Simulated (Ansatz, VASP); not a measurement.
## One calculation of GaP, two programs

INCAR

```
PREC = Accurate ; ENCUT = 500
EDIFF = 1E-6 ; ISMEAR = 0
SIGMA = 0.1 ; LREAL = False
LASPH = True ; NELM = 120
ALGO = Normal ; ISIF = 2
LWAVE = False ; LCHARG = False
GGA = PE ; NBANDS = 16
GGA_COMPAT = False
```

Contents of KPOINTS:

```
regular mesh
0
Gamma
  4 4 4
```

Contents of POSCAR:

```
GaP
1.0
    0.0000000000      2.7258124945      2.7258124945
    2.7258124945      0.0000000000      2.7258124945
    2.7258124945      2.7258124945      0.0000000000
Ga P
1 1
Direct
    0.3710000000      0.4270000000      0.5040000000
    0.6210000000      0.6770000000      0.7540000000
```

Input for Ansatz:

```yaml
crystal:
  lattice:
    - [0.0, 2.7258124945, 2.7258124945]
    - [2.7258124945, 0.0, 2.7258124945]
    - [2.7258124945, 2.7258124945, 0.0]
  atoms:
    - { symbol: Ga, position: [0.371, 0.427, 0.504] }
    - { symbol: P, position: [0.621, 0.677, 0.754] }
basis:
  ecutwfc: 420
kpoints:
  mp_grid: { grid: [4, 4, 4] }
hamiltonian:
  xc: pbe
scf:
  occupations: { method: gaussian, width: 0.1 }
output:
  forces: true
  stress: true
  eigenvalues: true
```

Alike in both runs: task single point; functional PBE; k mesh 4 × 4 × 4; occupations gaussian, width 0.1 eV; no spin polarisation.

|  | VASP | Ansatz |
| --- | --- | --- |
| version | VASP 6.6.1 | Ansatz 0.2.0 |
| potentials or method | VASP PAW PBE potentials, release 64 (Ga_d, P), cutoff 500 eV | scalar-relativistic, plane waves, PAW |
| valence electrons in the cell | 18 | 18 |

|  | VASP | Ansatz | Ansatz less VASP |
| --- | --- | --- | --- |
| gap on the k mesh at the Fermi level (eV) | 1.63 | 1.63 | 0.000 |
| least direct gap on the mesh (eV) | 1.81 | 1.81 | +0.002 |
| pressure (GPa) | 2.8 | 2.9 | +0.09 |

The k mesh is coarse, so the values compare programs but aren't converged.
